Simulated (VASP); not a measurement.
# C in VASP: single point with PBE+D3(BJ)

Aim: the single point of C with PBE+D3(BJ).

Program: VASP 6.6.1. These are calculated values, not measurements. Logs are shortened: lines on timing, memory, paths and dates and some standing lists are left out, and cuts for length are marked.

## Step 1: The cell of the first run

The cell holds a slab with vacuum, 24 atoms: a = 4.930 Å, b = 4.930 Å, c = 23.744 Å, α = 90.00°, β = 90.00°, γ = 120.00°.

## Step 2: Single point, PBE+D3(BJ)

INCAR

```
  PREC = Accurate
  ENCUT = 520
  EDIFF = 1E-7
  ISMEAR = 0
  SIGMA = 0.1
  LREAL = Auto
  LASPH = T
  NELM = 80
  ALGO = Normal
  ISIF = 2
  LWAVE = F
  LCHARG = F
  LDIPOL = T
  IDIPOL = 3
  DIPOL = 0.5 0.5 0.500
  GGA = PE
  IVDW = 12
  NBANDS = 66
```

KPOINTS

```
Automatic mesh
0
Gamma
  6 6 1
```

POSCAR

```
C
1.0
    4.9299480855      0.0000000000      0.0000000000
   -2.4649740427      4.2694602814      0.0000000000
    0.0000000000      0.0000000000     23.7441729792
C
24
Direct
    0.0000000000      0.0000000000      0.3579825672
    0.0000000000      0.5000000000      0.3579825672
    0.5000000000      0.0000000000      0.3579825672
    0.5000000000      0.5000000000      0.3579825672
    0.1666666667      0.3333333333      0.3579825672
    0.1666666667      0.8333333333      0.3579825672
    0.6666666667      0.3333333333      0.3579825672
    0.6666666667      0.8333333333      0.3579825672
    0.0000000000      0.0000000000      0.5000000000
    0.0000000000      0.5000000000      0.5000000000
    0.5000000000      0.0000000000      0.5000000000
    0.5000000000      0.5000000000      0.5000000000
    0.3333333333      0.1666666667      0.5000000000
    0.3333333333      0.6666666667      0.5000000000
    0.8333333333      0.1666666667      0.5000000000
    0.8333333333      0.6666666667      0.5000000000
    0.0000000000      0.0000000000      0.6420174328
    0.0000000000      0.5000000000      0.6420174328
    0.5000000000      0.0000000000      0.6420174328
    0.5000000000      0.5000000000      0.6420174328
    0.1666666667      0.3333333333      0.6420174328
    0.1666666667      0.8333333333      0.6420174328
    0.6666666667      0.3333333333      0.6420174328
    0.6666666667      0.8333333333      0.6420174328
```

Potentials or basis: VASP PAW PBE potentials, release 64 (C).

Launch:

```sh
$ cat potpaw_PBE.64/C/POTCAR > POTCAR
$ mpirun -np 1 vasp_std > vasp.out
```

OUTCAR:

```text
PREC = Accurate
   ENCUT = 520
   EDIFF = 1E-7
   ISMEAR = 0
   LREAL = Auto
   LASPH = T
   NELM = 80
   ISIF = 2
   GGA = PE
   IVDW = 12
 IVDW          = 12

 ion  position               nearest neighbor table
   1  0.000  0.000  0.358-   5 1.42   8 1.42   6 1.42
   2  0.000  0.500  0.358-   6 1.42   7 1.42   5 1.42
   3  0.500  0.000  0.358-   7 1.42   6 1.42   8 1.42
   4  0.500  0.500  0.358-   8 1.42   5 1.42   7 1.42
   5  0.167  0.333  0.358-   1 1.42   4 1.42   2 1.42
   6  0.167  0.833  0.358-   2 1.42   3 1.42   1 1.42
[... 25 lines left out ...]
 A1 = (   4.9299480855,   0.0000000000,   0.0000000000)
 A2 = (  -2.4649740427,   4.2694602814,   0.0000000000)
 A3 = (   0.0000000000,   0.0000000000,  23.7441729792)

Analysis of symmetry for initial positions (statically):
=====================================================================
 Subroutine PRICEL returns following result:

  LATTYP: Found a hexagonal cell.
 ALAT       =     2.4649740428
 C/A-ratio  =     9.6326259699

  Lattice vectors:

 A1 = (   2.4649740428,   0.0000000000,   0.0000000000)
 A2 = (  -1.2324870213,   2.1347301407,   0.0000000000)
 A3 = (   0.0000000000,   0.0000000000,  23.7441729792)

   4 primitive cells build up your supercell.

 Routine SETGRP: Setting up the symmetry group for a
 hexagonal supercell.

 Subroutine GETGRP returns: Found 12 space group operations
 (whereof 12 operations were pure point group operations)
 out of a pool of 24 trial point group operations.

The static configuration has the point symmetry D_3h.

Analysis of symmetry for dynamics (positions and initial velocities):
=====================================================================
 Subroutine PRICEL returns following result:

  LATTYP: Found a hexagonal cell.
 ALAT       =     2.4649740428
 C/A-ratio  =     9.6326259699

  Lattice vectors:

 A1 = (   2.4649740428,   0.0000000000,   0.0000000000)
 A2 = (  -1.2324870213,   2.1347301407,   0.0000000000)
 A3 = (   0.0000000000,   0.0000000000,  23.7441729792)

   4 primitive cells build up your supercell.

 Routine SETGRP: Setting up the symmetry group for a
 hexagonal supercell.

 Subroutine GETGRP returns: Found 12 space group operations
 (whereof 12 operations were pure point group operations)
 out of a pool of 24 trial point group operations.

The dynamic configuration has the point symmetry D_3h.

 Subroutine INISYM returns: Found 12 space group operations
[... 96 lines left out ...]
   TEBEG  =    0.0;   TEEND  =   0.0 temperature during run
   PSTRESS=    0.0 pullay stress
   NELECT =      96.0000    total number of electrons
   NUPDOWN=      -1.0000    fix difference up-down
   EMIN   =  10.00;   EMAX   =-10.00  energy-range for DOS
   EFERMI =   0.00;   METHOD = LEGACY
   ISMEAR =     0;   SIGMA  =   0.10  broadening in eV -4-tet -1-fermi 0-gaus
   EFERMI_NEDOS =   21; number of points for ismear=-14 and -15
   IALGO  =     38    algorithm
   IMIX   =      4    mixing-type and parameters
     AMIX     =   0.40;   BMIX     =  1.00
     AMIX_MAG =   1.60;   BMIX_MAG =  1.00
  volume/ion in A,a.u.               =      20.82       140.53
  Fermi-wavevector in a.u.,A,eV,Ry     =   0.944585  1.785007 12.139677  0.892241
  Thomas-Fermi vector in A             =   2.072404
   LORBIT       =      0    0 simple, 1 ext, 2 COOP (PROOUT), +10 PAW based schemes
   GGA     = PE    functional components
   LHFCALC =     F    Hartree Fock is set to
   AEXX    =    0.0000 exact exchange contribution
   IVDW    =    12    specifies the selected vdW correction
   LEPSILON=     F    determine dielectric tensor
   LRPA    =     F    only Hartree local field effects (RPA)
 non-spin polarized calculation
 Gauss-broadening in eV      SIGMA  =   0.10
  energy-cutoff  :      520.00
  volume of cell :      499.77
 maximum number of plane-waves:     13510
 NGX is ok and might be reduce to    40
   NGX = 19   NGY = 19   NGZ = 89

 number of electron      95.9999998 magnetization

 dipolmoment           0.000000      0.000000     -0.000000 electrons x Angstroem

 Free energy of the ion-electron system (eV)
  ---------------------------------------------------
  ext. energy  EPLUGINS =         0.00000000
  ---------------------------------------------------
  free energy    TOTEN  =      -221.17440940 eV

  energy without entropy =     -221.16192846  energy(sigma->0) =     -221.16816893

 E-fermi :  -0.4770     XC(G=0):  -4.7348

 val. band max:       -0.4823369166   @ k =   0.3333   0.3333   0.0000
 cond. band min:      -0.4756716982   @ k =   0.3333   0.3333   0.0000
 fundamental gap:      0.0066652184
 Fermi energy:        -0.4769576012

 k-point     1 :       0.0000    0.0000    0.0000
  band No.  band energies     occupation
      1     -20.0894      2.00000
      2     -19.9929      2.00000
      3     -19.8851      2.00000
      4     -14.7806      2.00000
      5     -14.7806      2.00000
      6     -14.7806      2.00000
[... 430 lines left out ...]
     59       5.8683      0.00000
     60       5.8683      0.00000
 [bands above 60 left out]

------------------------ aborting loop because EDIFF is reached ----------------------------------------

 vacuum level on the upper side and lower side of the slab       (xc-potential included)        -0.080        -0.080

 Edisp (eV)   -3.14445

 E8    (eV) :    -0.9233

  FORCE on cell =-STRESS in cart. coord.  units (eV):
  Direction    XX          YY          ZZ          XY          YZ          ZX
  --------------------------------------------------------------------------------------
  -------------------------------------------------------------------------------------
  Total       1.09083     1.09083    -0.01836     0.00000     0.00000    -0.00000
  in kB       3.49699     3.49699    -0.05885     0.00000     0.00000    -0.00000
  external pressure =        2.31 kB  Pullay stress =        0.00 kB

 VOLUME and BASIS-vectors are now :
 -----------------------------------------------------------------------------
  energy-cutoff  :      520.00
  volume of cell :      499.77
      direct lattice vectors                 reciprocal lattice vectors
     4.929948086  0.000000000  0.000000000     0.202841893  0.117110821  0.000000000
    -2.464974043  4.269460281  0.000000000     0.000000000  0.234221643  0.000000000
     0.000000000  0.000000000 23.744172979     0.000000000  0.000000000  0.042115596

 POSITION                                       TOTAL-FORCE (eV/Angst)
 -----------------------------------------------------------------------------------
      0.00000      0.00000      8.50000        -0.000000      0.000000      0.005594
     -1.23249      2.13473      8.50000         0.000000     -0.000000      0.005594
      2.46497      0.00000      8.50000         0.000000      0.000000      0.005594
      1.23249      2.13473      8.50000        -0.000000     -0.000000      0.005594
      0.00000      1.42315      8.50000        -0.000000     -0.000000     -0.010481
     -1.23249      3.55788      8.50000         0.000000      0.000000     -0.010481
[... 16 lines left out ...]
      2.46497      1.42315     15.24417        -0.000000     -0.000000      0.010481
      1.23249      3.55788     15.24417         0.000000      0.000000      0.010481
 -----------------------------------------------------------------------------------
    total drift:                                0.000005     -0.000003      0.000000

  FREE ENERGIE OF THE ION-ELECTRON SYSTEM (eV)
  ---------------------------------------------------
  free  energy   TOTEN  =      -224.3188554707 eV

  energy  without entropy=     -224.3063745362  energy(sigma->0) =     -224.31261500

 vacuum level on the upper side and lower side of the slab         3.743         3.743
```

OSZICAR:

```text
N       E                     dE             d eps       ncg     rms          rms(c)
DAV:   1     0.736473187165E+03    0.73647E+03   -0.42324E+04   932   0.122E+03
DAV:   2    -0.134946003747E+03   -0.87142E+03   -0.82292E+03  1292   0.295E+02
DAV:   3    -0.232802067537E+03   -0.97856E+02   -0.96990E+02  1118   0.101E+02
[... 15 lines left out ...]
DAV:  19    -0.221174392026E+03   -0.23451E-04   -0.30272E-07   824   0.147E-03    0.129E-03
DAV:  20    -0.221174406864E+03   -0.14838E-04   -0.17487E-07   768   0.125E-03    0.269E-04
DAV:  21    -0.221174408941E+03   -0.20774E-05   -0.21586E-08   632   0.469E-04    0.212E-04
DAV:  22    -0.221174409299E+03   -0.35789E-06   -0.39264E-09   688   0.255E-04    0.429E-05
DAV:  23    -0.221174409396E+03   -0.97269E-07   -0.57457E-10   640   0.125E-04
   1 F= -.22431886E+03 E0= -.22431262E+03  d E =-.124809E-01
```

Wall time 17 min (1 thread of Intel Xeon 8259CL, shared host); peak memory 0.62 GiB.

Results:

```yaml
Free_energy: -224.3189 eV
Largest_force: 0.010 eV/Å
Dispersion_energy_per_atom: -0.131 eV
```

Forces in eV/Å, atoms in the order of the input:
```
C    0.000  0.000  0.006
C    0.000  0.000  0.006
C    0.000  0.000  0.006
C    0.000  0.000  0.006
C    0.000  0.000 -0.010
C    0.000  0.000 -0.010
C    0.000  0.000 -0.010
C    0.000  0.000 -0.010
C    0.000  0.000  0.000
C    0.000  0.000  0.000
C    0.000  0.000  0.000
C    0.000  0.000  0.000
C    0.000  0.000  0.000
C    0.000  0.000  0.000
C    0.000  0.000  0.000
C    0.000  0.000  0.000
C    0.000  0.000 -0.006
C    0.000  0.000 -0.006
C    0.000  0.000 -0.006
C    0.000  0.000 -0.006
C    0.000  0.000  0.010
C    0.000  0.000  0.010
C    0.000  0.000  0.010
C    0.000  0.000  0.010
```
